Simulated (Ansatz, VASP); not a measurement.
## TiAl3: VASP beside Ansatz

```
Ti Al
1.0
     3.98233    0.00000    0.00000
     0.00000    3.98233    0.00000
     0.00000    0.00000    3.98233
Ti Al
1 3
Direct
  0.00000 0.00000 0.00000
  0.50000 0.50000 0.00000
  0.50000 0.00000 0.50000
  0.00000 0.50000 0.50000
```

Alike in both runs: functional PBE; k mesh 10 × 10 × 10; occupations fermi-dirac, width 0.15 eV; no spin polarisation.

Ansatz relaxed the structure, and its values are those at the end. VASP's run is a single point on that final structure, the one shown.

```csv
,VASP,Ansatz
version,VASP 6.6.1,Ansatz 0.2.0
potentials or method,"VASP PAW PBE potentials, release 64 (Ti_sv, Al), cutoff 520 eV","scalar-relativistic, plane waves, PAW"
valence electrons in the cell,21,21
```

|  | VASP | Ansatz | Ansatz less VASP |
| --- | --- | --- | --- |
| gap on the k mesh at the Fermi level (eV) | none | none | - |
| pressure (GPa) | 0.0 | 0.0 | +0.01 |

A gap of «none» marks a metal or a gap that the smearing closes. The functional is the same, so the differences come from potentials, cutoffs and numerics.
